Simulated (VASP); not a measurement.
# LiF (Fm-3m) in VASP: further runs

LiF is run at these levels: PBE; tasks: single point.

Everything below comes from runs of VASP 6.6.1. Logs are shortened: lines on timing, memory, paths and dates and some standing lists are left out, and cuts for length are marked.

## (1) The cell of the first run

Symmetry: Fm-3m, No. 225, cubic system. The conventional cell has a = 3.985 Å, b = 3.985 Å, c = 3.985 Å, α = 90.00°, β = 90.00°, γ = 90.00°. Within 2.6 Å of Li (site symmetry m-3m) lie 6 F at 1.99 Å. Within 2.6 Å of F (site symmetry m-3m) lie 6 Li at 1.99 Å.

## (2) Single point, PBE (7.91 Å³/atom)

Contents of INCAR:

```
PREC = Accurate ; ENCUT = 520
EDIFF = 1E-6 ; ISMEAR = 0
SIGMA = 0.02 ; LREAL = F
LASPH = T ; NELM = 60
ALGO = Normal ; ISIF = 2
LWAVE = F ; LCHARG = T
GGA = PE ; LELF = T
LVHAR = T ; NBANDS = 12
```

Contents of KPOINTS:

```
regular mesh
0
Gamma
  10 10 10
```

Contents of POSCAR:

```
LiF
1.0
    0.0000000000      1.9926939527      1.9926939527
    1.9926939527      0.0000000000      1.9926939527
    1.9926939527      1.9926939527      0.0000000000
Li F
1 1
Direct
    0.5000000000      0.5000000000      0.5000000000
    0.0000000000      0.0000000000      0.0000000000
```

Potentials or basis: VASP PAW PBE potentials, release 64 (Li_sv, F).

Launch:

```console
$ cat potpaw_PBE.64/Li_sv/POTCAR potpaw_PBE.64/F/POTCAR > POTCAR
$ mpirun -np 1 vasp_std > vasp.out
```

OUTCAR:

```text
PREC = Accurate
   ENCUT = 520
   EDIFF = 1E-6
   ISMEAR = 0
   LREAL = F
   LASPH = T
   NELM = 60
   ISIF = 2
   GGA = PE

 ion  position               nearest neighbor table
   1  0.500  0.500  0.500-   2 1.99   2 1.99   2 1.99   2 1.99   2 1.99   2 1.99
   2  0.000  0.000  0.000-   1 1.99   1 1.99   1 1.99   1 1.99   1 1.99   1 1.99

  LATTYP: Found a face centered cubic cell.
 ALAT       =     3.9853879054

  Lattice vectors:

 A1 = (   0.0000000000,   1.9926939527,   1.9926939527)
 A2 = (   1.9926939527,   0.0000000000,   1.9926939527)
 A3 = (   1.9926939527,   1.9926939527,   0.0000000000)

Analysis of symmetry for initial positions (statically):
=====================================================================
 Subroutine PRICEL returns:
 Original cell was already a primitive cell.

 Routine SETGRP: Setting up the symmetry group for a
 face centered cubic supercell.

 Subroutine GETGRP returns: Found 48 space group operations
 (whereof 48 operations were pure point group operations)
 out of a pool of 48 trial point group operations.

The static configuration has the point symmetry O_h .

Analysis of symmetry for dynamics (positions and initial velocities):
=====================================================================
 Subroutine PRICEL returns:
 Original cell was already a primitive cell.

 Routine SETGRP: Setting up the symmetry group for a
 face centered cubic supercell.

 Subroutine GETGRP returns: Found 48 space group operations
 (whereof 48 operations were pure point group operations)
 out of a pool of 48 trial point group operations.

The dynamic configuration has the point symmetry O_h .

 Subroutine INISYM returns: Found 48 space group operations
 (whereof 48 operations are pure point group operations),
 and found     1 'primitive' translations

----------------------------------------------------------------------------------------

                                     Primitive cell

  volume of cell :      15.8253

  direct lattice vectors                    reciprocal lattice vectors
     0.000000000  1.992693953  1.992693953    -0.250916604  0.250916604  0.250916604
     1.992693953  0.000000000  1.992693953     0.250916604 -0.250916604  0.250916604
     1.992693953  1.992693953  0.000000000     0.250916604  0.250916604 -0.250916604

  length of vectors
     2.818094814  2.818094814  2.818094814     0.434600307  0.434600307  0.434600307

  position of ions in fractional coordinates (direct lattice)
     0.500000000  0.500000000  0.500000000
     0.000000000  0.000000000  0.000000000

  ion indices of the primitive-cell ions
   primitive index   ion index
                 1           1
                 2           2

----------------------------------------------------------------------------------------

 KPOINTS: regular mesh

Automatic generation of k-mesh.
 Grid dimensions read from file:
 generate k-points for:   10   10   10

 Generating k-lattice:

  Cartesian coordinates                     Fractional coordinates (reciprocal lattice)
    -0.025091660  0.025091660  0.025091660     0.100000000  0.000000000  0.000000000
     0.025091660 -0.025091660  0.025091660     0.000000000  0.100000000  0.000000000
     0.025091660  0.025091660 -0.025091660     0.000000000  0.000000000  0.100000000

  Length of vectors
     0.043460031  0.043460031  0.043460031

  Shift w.r.t. Gamma in fractional coordinates (k-lattice)
     0.000000000  0.000000000  0.000000000

 Subroutine IBZKPT returns following result:
 ===========================================

 Found     47 irreducible k-points:

 Following reciprocal coordinates:
            Coordinates               Weight
  0.000000  0.000000  0.000000      1.000000
  0.100000  0.000000  0.000000      8.000000
  0.200000  0.000000  0.000000      8.000000
  0.300000  0.000000  0.000000      8.000000
  0.400000  0.000000  0.000000      8.000000
  0.500000  0.000000  0.000000      4.000000
[... 16 lines left out ...]
  0.300000  0.300000  0.000000      6.000000
  0.400000  0.300000  0.000000     24.000000
 [... further k-points ...]
   k-points           NKPTS =     47   k-points in BZ     NKDIM =     47   number of bands    NBANDS=     12
   number of dos      NEDOS =    301   number of ions     NIONS =      2
   total plane-waves  NPLWV =  13824
   dimension x,y,z NGX =    24 NGY =   24 NGZ =   24
   dimension x,y,z NGXF=    48 NGYF=   48 NGZF=   48
   ions per type =               1   1
   NGX,Y,Z   is equivalent  to a cutoff of  14.16, 14.16, 14.16 a.u.
   NGXF,Y,Z  is equivalent  to a cutoff of  28.32, 28.32, 28.32 a.u.
 SYSTEM =  unknown system
   PREC   = accura    normal or accurate (medium, high low for compatibility)
   ISTART =      0    job   : 0-new  1-cont  2-samecut
   ICHARG =      2    charge: 1-file 2-atom 10-const
   ISPIN  =      1    spin polarized calculation?
   LNONCOLLINEAR =      F non collinear calculations
   LSORBIT =      F    spin-orbit coupling
   LASPH  =      T    aspherical Exc in radial PAW
   ENCUT  =  520.0 eV  38.22 Ry    6.18 a.u.   5.24  5.24  5.24*2*pi/ulx,y,z
   NELM   =     60;   NELMIN=  2; NELMDL= -5     # of ELM steps
   EDIFF  = 0.1E-05   stopping-criterion for ELM
   LREAL  =      F    real-space projection
   EDIFFG = 0.1E-04   stopping-criterion for IOM
   NSW    =      0    number of steps for IOM
   IBRION =     -1    ionic relax: 0-MD 1-quasi-New 2-CG
   NFREE  =      0    steps in history (QN), initial steepest desc. (CG)
   ISIF   =      2    stress and relaxation
   ISYM   =      2    0-nonsym 1-usesym 2-fastsym
   POTIM  = 0.5000    time-step for ionic-motion
   TEBEG  =    0.0;   TEEND  =   0.0 temperature during run
   PSTRESS=    0.0 pullay stress
   NELECT =      10.0000    total number of electrons
   NUPDOWN=      -1.0000    fix difference up-down
   EMIN   =  10.00;   EMAX   =-10.00  energy-range for DOS
   EFERMI =   0.00;   METHOD = LEGACY
   ISMEAR =     0;   SIGMA  =   0.02  broadening in eV -4-tet -1-fermi 0-gaus
   EFERMI_NEDOS =   21; number of points for ismear=-14 and -15
   IALGO  =     38    algorithm
   IMIX   =      4    mixing-type and parameters
     AMIX     =   0.40;   BMIX     =  1.00
     AMIX_MAG =   1.60;   BMIX_MAG =  1.00
  volume/ion in A,a.u.               =       7.91        53.40
  Fermi-wavevector in a.u.,A,eV,Ry     =   1.404831  2.654747 26.851798  1.973551
  Thomas-Fermi vector in A             =   2.527354
   LORBIT       =      0    0 simple, 1 ext, 2 COOP (PROOUT), +10 PAW based schemes
   GGA     = PE    functional components
   LHFCALC =     F    Hartree Fock is set to
   AEXX    =    0.0000 exact exchange contribution
   IVDW    =     0    specifies the selected vdW correction
   LEPSILON=     F    determine dielectric tensor
   LRPA    =     F    only Hartree local field effects (RPA)
 non-spin polarized calculation
 Gauss-broadening in eV      SIGMA  =   0.02
  energy-cutoff  :      520.00
  volume of cell :       15.83
 maximum number of plane-waves:       444
 NGX is ok and might be reduce to    24
   NGX = 11   NGY = 11   NGZ = 11

 number of electron      10.0000000 magnetization

 number of electron       9.9999997 magnetization

 Free energy of the ion-electron system (eV)
  ---------------------------------------------------
  ext. energy  EPLUGINS =         0.00000000
  ---------------------------------------------------
  free energy    TOTEN  =        -9.62655387 eV

  energy without entropy =       -9.62655387  energy(sigma->0) =       -9.62655387

 E-fermi :  -0.5933     XC(G=0): -10.1389

 val. band max:       -0.8213542139   @ k =   0.0000   0.0000   0.0000
 cond. band min:       8.5604601146   @ k =   0.0000   0.0000   0.0000
 fundamental gap:      9.3818143285
 Fermi energy:        -0.5932609625

 k-point     1 :       0.0000    0.0000    0.0000
  band No.  band energies     occupation
      1     -41.6730      2.00000
      2     -20.8846      2.00000
      3      -0.8214      2.00000
      4      -0.8214      2.00000
      5      -0.8214      2.00000
      6       8.5605      0.00000
      7      23.5713      0.00000
      8      23.5713      0.00000
      9      23.5713      0.00000
     10      23.8190      0.00000
     11      23.8190      0.00000
     12      23.8190      0.00000

 k-point     2 :       0.1000    0.0000    0.0000
  band No.  band energies     occupation
      1     -41.6667      2.00000
      2     -20.8441      2.00000
      3      -1.1186      2.00000
      4      -0.8455      2.00000
      5      -0.8455      2.00000
      6       8.8492      0.00000
      7      20.7680      0.00000
      8      22.2503      0.00000
      9      22.2503      0.00000
     10      24.9102      0.00000
     11      24.9102      0.00000
     12      25.0055      0.00000

 k-point     3 :       0.2000    0.0000    0.0000
  band No.  band energies     occupation
      1     -41.6500      2.00000
      2     -20.7344      2.00000
      3      -1.8328      2.00000
      4      -0.9073      2.00000
      5      -0.9073      2.00000
      6       9.4873      0.00000
      7      18.2769      0.00000
      8      20.7180      0.00000
      9      20.7180      0.00000
     10      26.0110      0.00000
     11      26.2814      0.00000
     12      26.2814      0.00000
[... 286 lines left out ...]
 k-point    23 :       0.3000    0.3000    0.0000
  band No.  band energies     occupation
      1     -41.6169      2.00000
      2     -20.4417      2.00000
      3      -2.7999      2.00000
      4      -1.5158      2.00000
      5      -1.5158      2.00000
      6      11.7443      0.00000
      7      17.2921      0.00000
      8      18.5526      0.00000
      9      19.9490      0.00000
     10      19.9490      0.00000
     11      34.2942      0.00000
     12      34.4193      0.00000

 k-point    24 :       0.4000    0.3000    0.0000
  band No.  band energies     occupation
      1     -41.6045      2.00000
      2     -20.3236      2.00000
      3      -3.2377      2.00000
      4      -1.7356      2.00000
      5      -1.6187      2.00000
      6      12.5620      0.00000
      7      16.1668      0.00000
      8      18.0600      0.00000
      9      19.6969      0.00000
     10      20.7659      0.00000
     11      33.8353      0.00000
     12      34.6617      0.00000

 [... further k-points ...]
[... 5 lines left out ...]
  --------------------------------------------------------------------------------------
  -------------------------------------------------------------------------------------
  Total        0.4187377      0.4187377      0.4187377      0.0000000      0.0000000      0.0000000
  in kB       42.3936570     42.3936570     42.3936570      0.0000000      0.0000000      0.0000000
  external PRESSURE =      42.3936570 kB  Pullay stress =       0.0000000 kB

 VOLUME and BASIS-vectors are now :
 -----------------------------------------------------------------------------
  energy-cutoff  :      520.00
  volume of cell :       15.83
      direct lattice vectors                 reciprocal lattice vectors
     0.000000000  1.992693953  1.992693953    -0.250916604  0.250916604  0.250916604
     1.992693953  0.000000000  1.992693953     0.250916604 -0.250916604  0.250916604
     1.992693953  1.992693953  0.000000000     0.250916604  0.250916604 -0.250916604

 POSITION                                       TOTAL-FORCE (eV/Angst)
 -----------------------------------------------------------------------------------
      1.99269      1.99269      1.99269         0.000000     -0.000000     -0.000000
      0.00000      0.00000      0.00000        -0.000000      0.000000      0.000000
 -----------------------------------------------------------------------------------
    total drift:                                0.000000     -0.000000     -0.000000

  FREE ENERGIE OF THE ION-ELECTRON SYSTEM (eV)
  ---------------------------------------------------
  free  energy   TOTEN  =        -9.6265538667 eV

  energy  without entropy=       -9.6265538667  energy(sigma->0) =       -9.62655387
```

It took 6.2 s on 1 thread of AMD EPYC 9R45 (Zen 5), shared host; peak memory 0.1 GiB.

What came out:

- Free energy: -9.6266 eV
- Band gap on the k mesh: 9.38 eV

Levels at points of the mesh, in eV from the valence-band top:
| k point | band 2 | band 3 | band 4 | band 5 | band 6 | band 7 | band 8 | band 9 |
| --- | --- | --- | --- | --- | --- | --- | --- | --- |
| (0.00, 0.00, 0.00) | -20.06 | 0.00 | 0.00 | 0.00 | 9.38 | 24.39 | 24.39 | 24.39 |
| (0.50, 0.00, 0.00) | -19.61 | -2.61 | -0.24 | -0.24 | 10.94 | 17.12 | 19.15 | 19.15 |
| (0.50, 0.50, 0.00) | -19.32 | -3.14 | -1.05 | -1.05 | 15.11 | 16.62 | 17.84 | 20.62 |

Caveat: the cutoff is under 1.25 times the usual one of these potentials, so pressure, stress and relaxed cells hold a basis-set (Pulay) error. A k mesh can miss the band edges.

## (3) Single point, PBE (7.66 Å³/atom)

This run uses another cell than the first one, of 7.66 Å³/atom.

Contents of INCAR:

```
PREC     = Accurate       # precision mode
ENCUT    = 520            # plane-wave cutoff, eV
EDIFF    = 1E-6           # SCF threshold, eV
ISMEAR   = 0              # smearing method
SIGMA    = 0.02           # smearing width, eV
LREAL    = F              # projectors in reciprocal space
LASPH    = T              # aspherical terms in the spheres
NELM     = 60             # most SCF steps
ALGO     = Normal         # electronic algorithm
ISIF     = 2              # what is computed and relaxed
LWAVE    = F              # write WAVECAR
LCHARG   = F              # write CHGCAR
GGA      = PE             # functional
NBANDS   = 12             # bands
```

KPOINTS is that of step 2.

Contents of POSCAR:

```
LiF
1.0
    0.0000000000      1.9712654753      1.9712654753
    1.9712654753      0.0000000000      1.9712654753
    1.9712654753      1.9712654753      0.0000000000
Li F
1 1
Direct
    0.5000000000      0.5000000000      0.5000000000
    0.0000000000      0.0000000000      0.0000000000
```

Potentials or basis: VASP PAW PBE potentials, release 64 (Li_sv, F).

Launch:

```console
$ cat potpaw_PBE.64/Li_sv/POTCAR potpaw_PBE.64/F/POTCAR > POTCAR
$ mpirun -np 1 vasp_std > vasp.out
```

Run time: 5.7 s. Hardware: 1 thread of AMD EPYC 9R45 (Zen 5), shared host; peak memory 0.1 GiB.

Results (log left out):

```yaml
Free_energy: -9.6068 eV
Band_gap_on_the_k_mesh: 9.69 eV
```

Levels at points of the mesh, in eV from the valence-band top:
| k point | band 3 | band 4 | band 5 | band 6 | band 7 | band 8 |
| --- | --- | --- | --- | --- | --- | --- |
| (0.00, 0.00, 0.00) | 0.00 | 0.00 | 0.00 | 9.69 | 24.83 | 24.83 |
| (0.50, 0.00, 0.00) | -2.72 | -0.25 | -0.25 | 11.12 | 17.52 | 19.41 |
| (0.50, 0.50, 0.00) | -3.29 | -1.10 | -1.10 | 15.43 | 16.77 | 18.25 |

Caveat: the cutoff is under 1.25 times the usual one of these potentials, so pressure, stress and relaxed cells hold a basis-set (Pulay) error. A k mesh can miss the band edges.

## (4) Single point, PBE

This run uses another cell than the first one, of 8.42 Å³/atom.

Contents of INCAR:

```
PREC = Accurate
ENCUT = 520
EDIFF = 1E-6
ISMEAR = 0
SIGMA = 0.02
LREAL = False
LASPH = True
NELM = 60
ALGO = Normal
ISIF = 2
LWAVE = False
LCHARG = False
GGA = PE
NBANDS = 12
```

Contents of KPOINTS:

```
Automatic mesh
0
Gamma
  10 10 10
```

Contents of POSCAR:

```
LiF
1.0
    0.0000000000      2.0342203049      2.0342203049
    2.0342203049      0.0000000000      2.0342203049
    2.0342203049      2.0342203049      0.0000000000
Li F
1 1
Direct
    0.5000000000      0.5000000000      0.5000000000
    0.0000000000      0.0000000000      0.0000000000
```

Launch:

```console
$ cat potpaw_PBE.64/Li_sv/POTCAR potpaw_PBE.64/F/POTCAR > POTCAR
$ mpirun -np 1 vasp_std > vasp.out
```

Run time: 6 s. Hardware: 1 thread of AMD EPYC 9R45 (Zen 5), shared host; peak memory 0.1 GiB.

Results (log left out):

- Free energy: -9.6409 eV
- Band gap on the k mesh: 8.83 eV

Levels at points of the mesh, in eV from the valence-band top:
```
           k point  band 2  band 3  band 4  band 5  band 6  band 7  band 8  band 9
(0.00, 0.00, 0.00)  -19.89    0.00    0.00    0.00    8.83   23.57   23.57   23.57
(0.50, 0.00, 0.00)  -19.48   -2.43   -0.22   -0.22   10.62   16.39   18.66   18.66
(0.50, 0.50, 0.00)  -19.24   -2.88   -0.95   -0.95   14.53   16.33   17.09   19.88
```

Caveat: the cutoff is under 1.25 times the usual one of these potentials, so pressure, stress and relaxed cells hold a basis-set (Pulay) error.

## (5) The runs side by side

```csv
cell,gap on the mesh (eV)
"a = 2.818 Å, angles 60.0°, 2 atoms",9.38
"a = 2.788 Å, angles 60.0°, 2 atoms",9.69
"a = 2.877 Å, angles 60.0°, 2 atoms",8.83
```

Alike in all rows: task single point; level PBE; potentials or basis VASP PAW PBE potentials, release 64 (Li_sv, F); no spin polarisation; k mesh 10 × 10 × 10; cutoff (eV) 520; smearing gaussian 0.02 eV.

Caveats: the cutoff is under 1.25 times the usual one of these potentials, so pressure, stress and relaxed cells hold a basis-set (Pulay) error.

Total energies depend on the potentials used, so only differences within one code and one set of settings carry meaning.
